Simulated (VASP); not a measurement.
# PbF2 (I4/mmm) in VASP: a series of runs, part 2 of 2

VASP 6.6.1. Earlier steps stand in the parts before.

## 4. Single point, PBE

This run uses another cell than the first one, of the same volume but with other edges.

Contents of INCAR:

```
SYSTEM = PbF2
  PREC = Accurate
  ENCUT = 520
  EDIFF = 1E-6
  ISMEAR = 0
  SIGMA = 0.05
  LREAL = .FALSE.
  LASPH = .TRUE.
  NELM = 60
  ALGO = Normal
  ISIF = 2
  LWAVE = .FALSE.
  LCHARG = .TRUE.
  GGA = PE
  LELF = .TRUE.
  LVHAR = .TRUE.
  NBANDS = 21
```

Contents of KPOINTS:

```
regular mesh
0
G
  8 8 8
  0 0 0
```

Contents of POSCAR:

```
PbF2
1.0
    0.0000000000      3.0535514289      2.8092673146
    3.0535514289      0.0000000000      2.8092673146
    3.0535514289      3.0535514289      0.0000000000
Pb F
1 2
Direct
    0.0000000000      0.0000000000      0.0000000000
    0.2500000000      0.2500000000      0.2500000000
    0.7500000000      0.7500000000      0.7500000000
```

Run with:

```
> cat potpaw_PBE.64/Pb_d/POTCAR potpaw_PBE.64/F/POTCAR > POTCAR
> mpirun -np 1 vasp_std > vasp.out
```

It took 56 s on 1 thread of Intel Xeon Platinum 8488C (Sapphire Rapids), shared host; peak memory 0.21 GiB.

It converged, with:

| Item | Value |
| --- | --- |
| Free energy | -14.2992 eV |
| Pressure | 1.8 GPa |
| Band gap on the k mesh | 4.12 eV, indirect (least direct gap 4.45 eV) |

Stress tensor (GPa, compression positive):
```
0.31 0.00 0.00
0.00 0.31 0.00
0.00 0.00 4.77
```

Levels at points of the mesh, in eV from the valence-band top:
```csv
k point,band 11,band 12,band 13,band 14,band 15,band 16,band 17,band 18
"(0.00, 0.00, 0.00)",-2.50,-2.25,-2.25,-1.67,6.38,6.76,6.76,10.48
"(0.50, 0.00, 0.00)",-2.63,-2.28,-2.17,-0.19,4.79,7.42,7.56,13.10
"(0.50, 0.50, 0.00)",-1.72,-1.72,-1.37,-0.63,4.12,7.62,7.62,8.87
"(0.50, 0.00, 0.50)",-1.80,-1.75,-1.37,-0.17,4.28,7.44,8.00,8.80
```

Caveat: spin-orbit coupling is left out, which moves the levels of the heavy elements. A k mesh can miss the band edges.

## 5. Single point, PBE

This run uses another cell than the first one, of the same volume but with other edges.

Contents of INCAR:

```
ALGO = Normal
EDIFF = 1E-6
ENCUT = 520
GGA = PE
ISIF = 2
ISMEAR = 0
LASPH = True
LCHARG = False
LREAL = False
LWAVE = False
NBANDS = 21
NELM = 60
PREC = Accurate
SIGMA = 0.05
```

Contents of KPOINTS:

```
k-points
0
Gamma
  8 8 8
```

Contents of POSCAR:

```
PbF2
1.0
    0.0000000000      2.8769807299      3.1646788029
    2.8769807299      0.0000000000      3.1646788029
    2.8769807299      2.8769807299      0.0000000000
Pb F
1 2
Direct
    0.0000000000      0.0000000000      0.0000000000
    0.2500000000      0.2500000000      0.2500000000
    0.7500000000      0.7500000000      0.7500000000
```

Run with:

```
> cat potpaw_PBE.64/Pb_d/POTCAR potpaw_PBE.64/F/POTCAR > POTCAR
> mpirun -np 1 vasp_std > vasp.out
```

It took 46 s on 1 thread of Intel Xeon Platinum 8488C (Sapphire Rapids), shared host; peak memory 0.21 GiB.

The run converged. Its results:

- Free energy: -14.2855 eV
- Pressure: 1.7 GPa
- Band gap on the k mesh: 4.09 eV, indirect (least direct gap 4.48 eV)

Stress tensor (GPa, compression positive):
```
 3.46  0.00  0.00
 0.00  3.46  0.00
 0.00  0.00 -1.83
```

Levels at points of the mesh, in eV from the valence-band top:
```csv
k point,band 10,band 11,band 12,band 13,band 14,band 15,band 16,band 17,band 18,band 19
"(0.00, 0.00, 0.00)",-2.60,-2.47,-2.44,-1.83,-1.83,6.49,6.49,6.93,10.48,14.15
"(0.50, 0.00, 0.00)",-2.83,-2.61,-2.28,-2.16,-0.19,4.73,7.45,7.57,13.07,13.25
"(0.50, 0.50, 0.00)",-3.49,-1.87,-1.51,-1.51,-0.01,4.47,7.75,7.75,8.82,13.48
"(0.50, 0.00, 0.50)",-3.62,-1.89,-1.47,-1.45,-0.49,4.09,7.25,8.00,8.82,14.33
```

Caveat: spin-orbit coupling is left out, which moves the levels of the heavy elements.

## 6. Single point, PBE

This run uses another cell than the first one, of the same volume but with other edges.

Contents of INCAR:

```
PREC = Accurate ; ENCUT = 520
EDIFF = 1E-7 ; ISMEAR = 0
SIGMA = 0.05 ; LREAL = False
LASPH = True ; NELM = 80
ALGO = Normal ; ISIF = 2
LWAVE = False ; LCHARG = False
GGA = PE ; NBANDS = 21
```

Contents of KPOINTS:

```
Automatic mesh
0
Gamma
  8 8 8
```

Contents of POSCAR:

```
PbF2
1.0
    0.0000000000      3.4284413872      2.2284869017
    3.4284413872      0.0000000000      2.2284869017
    3.4284413872      3.4284413872      0.0000000000
Pb F
1 2
Direct
    0.0000000000      0.0000000000      0.0000000000
    0.2500000000      0.2500000000      0.2500000000
    0.7500000000      0.7500000000      0.7500000000
```

Potentials or basis: VASP PAW PBE potentials, release 64 (Pb_d, F).

Run with:

```
> cat potpaw_PBE.64/Pb_d/POTCAR potpaw_PBE.64/F/POTCAR > POTCAR
> mpirun -np 1 vasp_std > vasp.out
```

It took 75 s on 1 thread of Intel Xeon Platinum 8488C (Sapphire Rapids), shared host; peak memory 0.21 GiB.

Results (log left out):

```yaml
Free_energy: -12.9372 eV
Pressure: 1.1 GPa
Band_gap_on_the_k_mesh: 1.63 eV, indirect (least direct gap 2.16 eV)
```

Stress tensor (GPa, compression positive):
```
-11.43   0.00   0.00
  0.00 -11.43   0.00
  0.00   0.00  26.08
```

Levels at points of the mesh, in eV from the valence-band top:
```tsv
k point	band 11	band 12	band 13	band 14	band 15	band 16	band 17	band 18
(0.00, 0.00, 0.00)	-3.59	-2.59	-2.59	-0.04	4.83	6.26	6.26	9.50
(0.50, 0.00, 0.00)	-3.01	-2.51	-2.37	-1.43	2.25	5.46	5.68	10.44
(0.50, 0.50, 0.00)	-3.49	-2.22	-2.22	0.00	3.11	5.31	5.31	8.04
(0.50, 0.00, 0.50)	-3.07	-2.26	-1.33	0.00	2.16	5.36	6.40	7.78
```

Caveat: spin-orbit coupling is left out, which moves the levels of the heavy elements. A k mesh can miss the band edges.

## 7. The runs side by side

```csv
cell,gap on the mesh (eV),pressure (GPa)
"a = 4.092, b = 4.092, c = 4.563 Å, angles 56.1, 56.1, 67.8°, 3 atoms",3.50,0.8
"a = 4.463, b = 4.463, c = 3.848 Å, angles 64.5, 64.5, 51.1°, 3 atoms",3.18,-0.1
"a = 4.149, b = 4.149, c = 4.318 Å, angles 58.6, 58.6, 62.7°, 3 atoms",4.12,1.8
"a = 4.277, b = 4.277, c = 4.069 Å, angles 61.6, 61.6, 56.8°, 3 atoms",4.09,1.7
"a = 4.089, b = 4.089, c = 4.849 Å, angles 53.6, 53.6, 72.7°, 3 atoms",1.63,1.1
```

Alike in all rows: task single point; level PBE; potentials or basis VASP PAW PBE potentials, release 64 (Pb_d, F); no spin polarisation; k mesh 8 × 8 × 8; cutoff (eV) 520; smearing gaussian 0.05 eV.

Caveats: spin-orbit coupling is left out, which moves the levels of the heavy elements.

Total energies depend on the potentials used, so only differences within one code and one set of settings carry meaning.
